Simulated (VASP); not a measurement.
# BiRh (P6_3/mmc) in VASP: notebook, part 3 of 3

VASP 6.6.1. Earlier steps stand in the parts before.

**4. Electric field gradients, LDA (volume scaled by 1.01)**

INCAR reads:

```
PREC = Accurate
ENCUT = 520
EDIFF = 1E-8
ISMEAR = -1
SIGMA = 0.03
LREAL = False
LASPH = True
NELM = 80
ALGO = Normal
ISIF = 2
LWAVE = False
LCHARG = False
LEFG = True
NBANDS = 38
```

KPOINTS reads:

```
Automatic mesh
0
Gamma
  12 12 7
```

POSCAR reads:

```
BiRh
1.0
    4.1076022964      0.0000000000      0.0000000000
   -2.0538011482      3.5572879373      0.0000000000
    0.0000000000      0.0000000000      5.6818140917
Bi Rh
2 2
Direct
    0.3333333333      0.6666666667      0.2500000000
    0.6666666667      0.3333333333      0.7500000000
    0.0000000000      0.0000000000      0.0000000000
    0.0000000000      0.0000000000      0.5000000000
```

Potentials or basis: VASP PAW LDA potentials, release 64 (Bi_d, Rh_pv).

On the command line:

```
$ cat potpaw_LDA.64/Bi_d/POTCAR potpaw_LDA.64/Rh_pv/POTCAR > POTCAR
$ mpirun -np 1 vasp_std > vasp.out
```

OUTCAR:

```text
PREC = Accurate
   ENCUT = 520
   EDIFF = 1E-8
   ISMEAR = -1
   LREAL = False
   LASPH = True
   NELM = 80
   ISIF = 2

 ion  position               nearest neighbor table
   1  0.333  0.667  0.250-   3 2.76   4 2.76   3 2.76   4 2.76   3 2.76   4 2.76   2 3.70   2 3.70
                             2 3.70   2 3.70   2 3.70   2 3.70
   2  0.667  0.333  0.750-   3 2.76   4 2.76   3 2.76   4 2.76   3 2.76   4 2.76   1 3.70   1 3.70
                             1 3.70   1 3.70   1 3.70   1 3.70
   3  0.000  0.000  0.000-   1 2.76   2 2.76   1 2.76   2 2.76   2 2.76   1 2.76   4 2.84   4 2.84

   4  0.000  0.000  0.500-   1 2.76   2 2.76   1 2.76   2 2.76   2 2.76   1 2.76   3 2.84   3 2.84

  LATTYP: Found a hexagonal cell.
 ALAT       =     4.1076022964
 C/A-ratio  =     1.3832434792
[... 1218 lines left out ...]
   1     -86.814   -86.816   173.631    -0.001    -0.000     0.000
   2     -86.814   -86.816   173.631    -0.001     0.000    -0.000
   3      19.756    19.758   -39.513     0.001     0.000    -0.000
   4      19.756    19.758   -39.513     0.001    -0.000     0.000
---------------------------------------------------------------------

 Electric field gradients after diagonalization (V/A^2)
 (convention: |V_zz| > |V_xx| > |V_yy|)
----------------------------------------------------------------------
 ion       V_xx      V_yy      V_zz     asymmetry (V_yy - V_xx)/ V_zz
----------------------------------------------------------------------
   1     -86.817   -86.814   173.631       0.000
   2     -86.817   -86.814   173.631       0.000
   3      19.758    19.755   -39.513       0.000
   4      19.758    19.755   -39.513       0.000
----------------------------------------------------------------------

           NMR quadrupolar parameters

 Cq : quadrupolar parameter    Cq=e*Q*V_zz/h
 eta: asymmetry parameters     (V_yy - V_xx)/ V_zz
 Q  : nuclear electric quadrupole moment in mb (millibarn)
----------------------------------------------------------------------
 ion       Cq(MHz)       eta       Q (mb)
----------------------------------------------------------------------
   1       0.420       0.000       1.000
   2       0.420       0.000       1.000
   3      -0.096       0.000       1.000
   4      -0.096       0.000       1.000
----------------------------------------------------------------------
```

OSZICAR:

```text
N       E                     dE             d eps       ncg     rms          rms(c)
DAV:   1     0.788861850726E+03    0.78886E+03   -0.33318E+04  5844   0.203E+03
DAV:   2     0.436059871225E+02   -0.74526E+03   -0.72608E+03  5802   0.603E+02
DAV:   3    -0.246921712051E+02   -0.68298E+02   -0.65859E+02  6358   0.187E+02
DAV:   4    -0.274693987365E+02   -0.27772E+01   -0.27611E+01  6574   0.383E+01
DAV:   5    -0.275940643630E+02   -0.12467E+00   -0.12465E+00  8104   0.821E+00    0.867E+00
DAV:   6    -0.272755997333E+02    0.31846E+00   -0.40161E-01  6988   0.556E+00    0.438E+00
DAV:   7    -0.271883296108E+02    0.87270E-01   -0.20519E-01  7098   0.360E+00    0.121E+00
DAV:   8    -0.271790666074E+02    0.92630E-02   -0.47789E-02  6290   0.160E+00    0.313E-01
DAV:   9    -0.271774600632E+02    0.16065E-02   -0.90162E-03  6866   0.923E-01    0.663E-02
DAV:  10    -0.271774128753E+02    0.47188E-04   -0.42173E-04  7170   0.211E-01    0.291E-02
DAV:  11    -0.271774113091E+02    0.15662E-05   -0.35408E-05  7846   0.449E-02    0.520E-03
DAV:  12    -0.271774114972E+02   -0.18813E-06   -0.31087E-06  7424   0.135E-02    0.239E-03
DAV:  13    -0.271774114975E+02   -0.28376E-09   -0.21820E-07  6586   0.312E-03    0.500E-04
DAV:  14    -0.271774114959E+02    0.16516E-08   -0.34415E-08  5278   0.139E-03
   1 F= -.27177411E+02 E0= -.27172543E+02  d E =-.973692E-02
```

stdout:

```text
POSCAR found type information on POSCAR BiRh
 POSCAR found :  2 types and       4 ions
 scaLAPACK will be used
 LDA part: xc-table for (Slater(with rela. corr.)+CA(PZ))
 , standard interpolation
 POSCAR, INCAR and KPOINTS ok, starting setup
 FFT: planning ... GRIDC
 FFT: planning ... GRID_SOFT
 FFT: planning ... GRID
 WAVECAR not read
 entering main loop
ion   1

ion   2

ion   3

ion   4
```

It took 5.7 min on 1 thread of Oxide Virtual Turin-like, shared host; peak memory 0.27 GiB.

What came out:

```yaml
Free_energy: -27.1774 eV
Pressure: -3.6 GPa
Band_gap_on_the_k_mesh: zero (band 30 reaches 11.23 eV, above the bottom of band 31 at 8.70 eV)
```

Stress tensor (GPa, compression positive):
```
-3.19  0.00  0.00
 0.00 -3.19  0.00
 0.00  0.00 -4.49
```

Electric field gradients, principal values (V/Å²):
```
atom    least   middle  greatest (by size)
1 Bi  -86.814  -86.817             173.631
2 Bi  -86.814  -86.817             173.631
3 Rh   19.755   19.758             -39.513
4 Rh   19.755   19.758             -39.513
```

Caveat: without QUAD_EFG the Cq values of the log hold for a quadrupole moment of 1 mb, not for the nuclei; spin-orbit coupling is left out, which moves the levels of the heavy elements.

**5. Electric field gradients, LDA (volume scaled by 1.01)**

INCAR reads:

```
SYSTEM = BiRh
  PREC = Accurate
  ENCUT = 520
  EDIFF = 1E-8
  ISMEAR = -1
  SIGMA = 0.03
  LREAL = .False.
  LASPH = .True.
  NELM = 60
  ALGO = Normal
  ISIF = 2
  LWAVE = .False.
  LCHARG = .False.
  GGA = CA
  LEFG = .True.
  NBANDS = 38
```

KPOINTS reads:

```
regular mesh
0
Gamma
  12 12 7
  0 0 0
```

POSCAR is that of step 4.

Potentials or basis: VASP PAW LDA potentials, release 64 (Bi_d, Rh_pv).

On the command line:

```
$ cat potpaw_LDA.64/Bi_d/POTCAR potpaw_LDA.64/Rh_pv/POTCAR > POTCAR
$ mpirun -np 1 vasp_std > vasp.out
```

OUTCAR:

```text
SYSTEM = BiRh
   PREC = Accurate
   ENCUT = 520
   EDIFF = 1E-8
   ISMEAR = -1
   LREAL = .False.
   LASPH = .True.
   NELM = 60
   ISIF = 2
   GGA = CA

 ion  position               nearest neighbor table
   1  0.333  0.667  0.250-   3 2.76   4 2.76   3 2.76   4 2.76   3 2.76   4 2.76   2 3.70   2 3.70
                             2 3.70   2 3.70   2 3.70   2 3.70
   2  0.667  0.333  0.750-   3 2.76   4 2.76   3 2.76   4 2.76   3 2.76   4 2.76   1 3.70   1 3.70
                             1 3.70   1 3.70   1 3.70   1 3.70
   3  0.000  0.000  0.000-   1 2.76   2 2.76   1 2.76   2 2.76   2 2.76   1 2.76   4 2.84   4 2.84

   4  0.000  0.000  0.500-   1 2.76   2 2.76   1 2.76   2 2.76   2 2.76   1 2.76   3 2.84   3 2.84

  LATTYP: Found a hexagonal cell.
 ALAT       =     4.1076022964
[... 1219 lines left out ...]
   1     -86.814   -86.816   173.631    -0.001    -0.000     0.000
   2     -86.814   -86.816   173.631    -0.001     0.000    -0.000
   3      19.756    19.758   -39.513     0.001     0.000    -0.000
   4      19.756    19.758   -39.513     0.001    -0.000     0.000
---------------------------------------------------------------------

 Electric field gradients after diagonalization (V/A^2)
 (convention: |V_zz| > |V_xx| > |V_yy|)
----------------------------------------------------------------------
 ion       V_xx      V_yy      V_zz     asymmetry (V_yy - V_xx)/ V_zz
----------------------------------------------------------------------
   1     -86.817   -86.814   173.631       0.000
   2     -86.817   -86.814   173.631       0.000
   3      19.758    19.755   -39.513       0.000
   4      19.758    19.755   -39.513       0.000
----------------------------------------------------------------------

           NMR quadrupolar parameters

 Cq : quadrupolar parameter    Cq=e*Q*V_zz/h
 eta: asymmetry parameters     (V_yy - V_xx)/ V_zz
 Q  : nuclear electric quadrupole moment in mb (millibarn)
----------------------------------------------------------------------
 ion       Cq(MHz)       eta       Q (mb)
----------------------------------------------------------------------
   1       0.420       0.000       1.000
   2       0.420       0.000       1.000
   3      -0.096       0.000       1.000
   4      -0.096       0.000       1.000
----------------------------------------------------------------------
```

OSZICAR:

```text
N       E                     dE             d eps       ncg     rms          rms(c)
DAV:   1     0.788861850726E+03    0.78886E+03   -0.33318E+04  5844   0.203E+03
DAV:   2     0.436059871225E+02   -0.74526E+03   -0.72608E+03  5802   0.603E+02
DAV:   3    -0.246921712051E+02   -0.68298E+02   -0.65859E+02  6358   0.187E+02
DAV:   4    -0.274693987365E+02   -0.27772E+01   -0.27611E+01  6574   0.383E+01
DAV:   5    -0.275940643630E+02   -0.12467E+00   -0.12465E+00  8104   0.821E+00    0.867E+00
DAV:   6    -0.272755997333E+02    0.31846E+00   -0.40161E-01  6988   0.556E+00    0.438E+00
DAV:   7    -0.271883296108E+02    0.87270E-01   -0.20519E-01  7098   0.360E+00    0.121E+00
DAV:   8    -0.271790666074E+02    0.92630E-02   -0.47789E-02  6290   0.160E+00    0.313E-01
DAV:   9    -0.271774600632E+02    0.16065E-02   -0.90162E-03  6866   0.923E-01    0.663E-02
DAV:  10    -0.271774128753E+02    0.47188E-04   -0.42173E-04  7170   0.211E-01    0.291E-02
DAV:  11    -0.271774113091E+02    0.15662E-05   -0.35408E-05  7846   0.449E-02    0.520E-03
DAV:  12    -0.271774114972E+02   -0.18813E-06   -0.31087E-06  7424   0.135E-02    0.239E-03
DAV:  13    -0.271774114975E+02   -0.28376E-09   -0.21820E-07  6586   0.312E-03    0.500E-04
DAV:  14    -0.271774114959E+02    0.16516E-08   -0.34415E-08  5278   0.139E-03
   1 F= -.27177411E+02 E0= -.27172543E+02  d E =-.973692E-02
```

stdout:

```text
POSCAR found type information on POSCAR BiRh
 POSCAR found :  2 types and       4 ions
 scaLAPACK will be used
 LDA part: xc-table for (Slater(with rela. corr.)+CA(PZ))
 , standard interpolation
 POSCAR, INCAR and KPOINTS ok, starting setup
 FFT: planning ... GRIDC
 FFT: planning ... GRID_SOFT
 FFT: planning ... GRID
 WAVECAR not read
 entering main loop
ion   1

ion   2

ion   3

ion   4
```

Run time: 6.9 min. Hardware: 1 thread of Oxide Virtual Turin-like, shared host; peak memory 0.27 GiB.

What came out:

| Item | Value |
| --- | --- |
| Free energy | -27.1774 eV |
| Pressure | -3.6 GPa |
| Band gap on the k mesh | zero (band 30 reaches 11.23 eV, above the bottom of band 31 at 8.70 eV) |

Electric field gradients, principal values (V/Å²):
```csv
atom,least,middle,greatest (by size)
1 Bi,-86.814,-86.817,173.631
2 Bi,-86.814,-86.817,173.631
3 Rh,19.755,19.758,-39.513
4 Rh,19.755,19.758,-39.513
```

Caveat: without QUAD_EFG the Cq values of the log hold for a quadrupole moment of 1 mb, not for the nuclei; spin-orbit coupling is left out, which moves the levels of the heavy elements.
